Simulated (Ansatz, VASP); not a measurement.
**V: VASP beside Ansatz**

INCAR

```
SYSTEM = V
ALGO     = Normal         ! electronic algorithm
EDIFF    = 1E-7           ! SCF threshold, eV
ENCUT    = 520            ! plane-wave cutoff, eV
GGA      = RE             ! functional
ISIF     = 2              ! what is computed and relaxed
ISMEAR   = -1             ! smearing method
LASPH    = .True.         ! aspherical terms in the spheres
LCHARG   = .False.        ! write CHGCAR
LREAL    = .False.        ! projectors in reciprocal space
LWAVE    = .False.        ! write WAVECAR
NBANDS   = 26             ! bands
NELM     = 80             ! most SCF steps
PREC     = Accurate       ! precision mode
SIGMA    = 0.1            ! smearing width, eV
```

Contents of KPOINTS:

```
k-points
0
Gamma
  9 9 15
  0 0 0
```

The input POSCAR:

```
V
1.0
    4.6484437811      0.0000000000      0.0000000000
   -2.3242218905      4.0256704025      0.0000000000
    0.0000000000      0.0000000000      2.4999358792
V
3
Direct
    0.0000000000      1.0000000000      0.0000000000
    0.3333333333      0.6666666667      0.5000000000
    0.6666666667      0.3333333333      0.5000000000
```

Input for Ansatz:

```yaml
crystal:
  lattice:
    - [4.6484437811, 0.0, 0.0]
    - [-2.3242218905, 4.0256704025, 0.0]
    - [0.0, 0.0, 2.4999358792]
  atoms:
    - { symbol: V, position: [0.0, 1.0, 0.0] }
    - { symbol: V, position: [0.3333333333, 0.6666666667, 0.5] }
    - { symbol: V, position: [0.6666666667, 0.3333333333, 0.5] }
hamiltonian:
  xc: revpbe
  pseudopotentials:
    kind: paw
    azcp:
      V: "pseudopotentials/V.paw.azcp"
basis:
  ecutwfc: 420
  fft_grid_basis: typed
kpoints:
  mp_grid: { grid: [9, 9, 15], shift: [0, 0, 0] }
magnetization:
  spin_polarized: false
scf:
  occupations: { method: fermi_dirac, width: 0.1 }
  lower_state_search: "off"
output:
  stress: true
  write_density: true
  write_potential: true
  elf: true
  volumetric_format: npy
```

Alike in both runs: task single point; functional revPBE; k mesh 9 × 9 × 15; occupations fermi-dirac, width 0.1 eV; no spin polarisation.

|  | VASP | Ansatz |
| --- | --- | --- |
| version | VASP 6.6.1 | Ansatz 0.2.0 |
| potentials or method | VASP PAW PBE potentials, release 64 (V_sv), cutoff 520 eV | plane waves (420 eV) with PAW, scalar-relativistic |
| valence electrons in the cell | 39 | 39 |

|  | VASP | Ansatz | Ansatz less VASP |
| --- | --- | --- | --- |
| pressure (GPa) | -15.0 | -15.2 | -0.17 |
| traceless stress, the component that is largest in VASP (GPa) | -0.11 | -0.18 | -0.066 |

VASP's potentials were made for PBE, not for revPBE.
